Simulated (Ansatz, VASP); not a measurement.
SnPb5Se6 in VASP and in Ansatz

File INCAR:

```
PREC = Accurate
ENCUT = 520
EDIFF = 1E-6
ISMEAR = 0
SIGMA = 0.1
LREAL = False
LASPH = True
NELM = 60
ALGO = Normal
ISIF = 2
LWAVE = False
LCHARG = False
GGA = PE
NBANDS = 72
```

KPOINTS

```
regular mesh
0
Gamma
  4 4 1
```

File POSCAR:

```
SnPb5Se6
1.0
    4.3795442000      0.0000000000      0.0000000000
    0.0000000000      4.3795442000      0.0000000000
    0.0000000000      0.0000000000     18.5814228000
Sn Pb Se
1 5 6
Direct
    0.0000000000      0.0000000000      0.0000000000
    0.5000000000      0.5000000000      0.8345720000
    0.0000000000      0.0000000000      0.6676210000
    0.5000000000      0.5000000000      0.5000000000
    0.0000000000      0.0000000000      0.3323790000
    0.5000000000      0.5000000000      0.1654280000
    0.0000000000      0.0000000000      0.8364360000
    0.5000000000      0.5000000000      0.6671080000
    0.0000000000      0.0000000000      0.5000000000
    0.5000000000      0.5000000000      0.3328920000
    0.0000000000      0.0000000000      0.1635640000
    0.5000000000      0.5000000000      0.0000000000
```

Input for Ansatz:

```yaml
crystal:
  lattice:
    - [4.3795442, 0.0, 0.0]
    - [0.0, 4.3795442, 0.0]
    - [0.0, 0.0, 18.5814228]
  atoms:
    - { symbol: Sn, position: [0.0, 0.0, 0.0] }
    - { symbol: Pb, position: [0.5, 0.5, 0.834572] }
    - { symbol: Pb, position: [0.0, 0.0, 0.667621] }
    - { symbol: Pb, position: [0.5, 0.5, 0.5] }
    - { symbol: Pb, position: [0.0, 0.0, 0.332379] }
    - { symbol: Pb, position: [0.5, 0.5, 0.165428] }
    - { symbol: Se, position: [0.0, 0.0, 0.836436] }
    - { symbol: Se, position: [0.5, 0.5, 0.667108] }
    - { symbol: Se, position: [0.0, 0.0, 0.5] }
    - { symbol: Se, position: [0.5, 0.5, 0.332892] }
    - { symbol: Se, position: [0.0, 0.0, 0.163564] }
    - { symbol: Se, position: [0.5, 0.5, 0.0] }
basis:
  ecutwfc: 420
kpoints:
  mp_grid: { grid: [4, 4, 1] }
hamiltonian:
  xc: pbe
scf:
  occupations: { method: gaussian, width: 0.1 }
  lower_state_search: "off"
output:
  forces: true
  stress: true
  eigenvalues: true
```

Alike in both runs: task single point; functional PBE; k mesh 4 × 4 × 1; occupations gaussian, width 0.1 eV; no spin polarisation.

|  | VASP | Ansatz |
| --- | --- | --- |
| version | VASP 6.6.1 | Ansatz 0.2.0 |
| potentials or method | VASP PAW PBE potentials, release 64 (Sn_d, Pb_d, Se), cutoff 520 eV | scalar-relativistic, plane waves, PAW |
| valence electrons in the cell | 120 | 180 |

|  | VASP | Ansatz | Ansatz less VASP |
| --- | --- | --- | --- |
| gap on the k mesh at the Fermi level (eV) | 0.68 | 0.68 | 0.000 |
| least direct gap on the mesh (eV) | 0.68 | 0.68 | 0.000 |
| pressure (GPa) | -0.1 | -0.1 | +0.01 |
| traceless stress, the component that is largest in VASP (GPa) | -1.36 | -1.36 | -0.003 |
| rms of the force components (eV/Å) | 0.008 | 0.008 | +0.0002 |

Atom by atom the forces differ by 0.000 eV/Å (rms over components). VASP's potentials hold 120 valence electrons a cell and Ansatz's 180, so a difference there can come from the potentials and not from the codes.

Neither program's run includes spin-orbit coupling.
